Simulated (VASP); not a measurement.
Here is a VASP 6.6.1 calculation.

File INCAR:

```
SYSTEM = In
  ALGO = Normal
  EDIFF = 1E-6
  EDIFFG = -0.01
  ENCUT = 600
  GGA = RP
  IBRION = 2
  ISIF = 3
  ISMEAR = -1
  IVDW = 12
  LASPH = .TRUE.
  LCHARG = .FALSE.
  LREAL = .FALSE.
  LWAVE = .FALSE.
  NELM = 80
  NSW = 60
  PREC = Accurate
  SIGMA = 0.05
```

KPOINTS

```
k-points
0
G
  10 10 10
  0 0 0
```

The input POSCAR:

```
In
1.0
   -1.8825252400      1.8825252400      1.8825252400
    1.8825252400     -1.8825252400      1.8825252400
    1.8825252400      1.8825252400     -1.8825252400
In
1
Direct
    0.0000000000      0.0000000000      0.0000000000
```

Potentials or basis: VASP PAW PBE potentials, release 64 (In_d).

Run with:

```sh
$ cat potpaw_PBE.64/In_d/POTCAR > POTCAR
$ mpirun -np 1 vasp_std > vasp.out
```

(1) Estimate the relaxed cell.

(2) Estimate the space group after relaxing (to 0.05 Å).

(3) Predict the relaxed volume.

Answers

(1) a = 2.975 Å, b = 2.975 Å, c = 2.975 Å, α = 109.47°, β = 109.47°, γ = 109.47°.

(2) Im-3m (No. 229).

(3) 20.26 Å³/atom.

Caveat: the volume moved by over 15 % at a fixed basis, so the end points are rough; the PAW data sets were made with another functional, which shifts forces and pressure a little; pairwise dispersion overbinds metals, which lowers pressure and volume.
